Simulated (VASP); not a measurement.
Wanted: the native input for a VASP 6.6.1 run.

- Task: single point
- Functional: PBE
- Potentials or basis: VASP PAW PBE potentials, release 64 (C)
- Cutoff: 520 eV
- k mesh: 6 × 6 × 6
- Occupations: gaussian, width 0.1 eV
- Spin: no spin polarisation
- Dipole correction: no
- Further INCAR settings: ALGO = Normal; EDIFF = 1e-06; NBANDS = 26

The structure of C lies in POSCAR:

```
C
1.0
   -2.3979090500      2.3979090500      2.4771653800
    2.3979090500     -2.3979090500      2.4771653800
    2.3979090500      2.3979090500     -2.4771653800
C
8
Direct
    0.5910748800      0.4089251200      0.5000000000
    0.1589251200      0.1589251200      0.3178502300
    0.8410748800      0.8410748800      0.6821497700
    0.9089251200      0.0910748800      0.5000000000
    0.1589251200      0.8410748800      0.0000000000
    0.5910748800      0.0910748800      0.1821497700
    0.9089251200      0.4089251200      0.8178502300
    0.8410748800      0.1589251200      0.0000000000
```

The cell was built from a structure type or drawn by symmetry, and may not be a known phase.

The input as run:

INCAR

```
SYSTEM = C
PREC = Accurate ; ENCUT = 520
EDIFF = 1E-6 ; ISMEAR = 0
SIGMA = 0.1 ; LREAL = .False.
LASPH = .True. ; NELM = 80
ALGO = Normal ; ISIF = 2
LWAVE = .False. ; LCHARG = .False.
GGA = PE ; NBANDS = 26
```

KPOINTS

```
regular mesh
0
Gamma
  6 6 6
  0 0 0
```

Potentials or basis: VASP PAW PBE potentials, release 64 (C).

The run is started by

```console
$ cat potpaw_PBE.64/C/POTCAR > POTCAR
$ mpirun -np 1 vasp_std > vasp.out
```

Results of the run:

```yaml
Pressure: 23.8 GPa
Largest_force: 1.967 eV/Å
Band_gap_on_the_k_mesh: 3.69 eV
```

Caveat: the cell stands under pressure; forces of over 1 eV/Å act on the atoms, so gaps and moduli don't describe the material at rest.

Wall time 23 s on 1 thread of Intel(R) Xeon(R) Platinum 8488C (Sapphire Rapids) (shared host), peak memory 0.17 GiB.
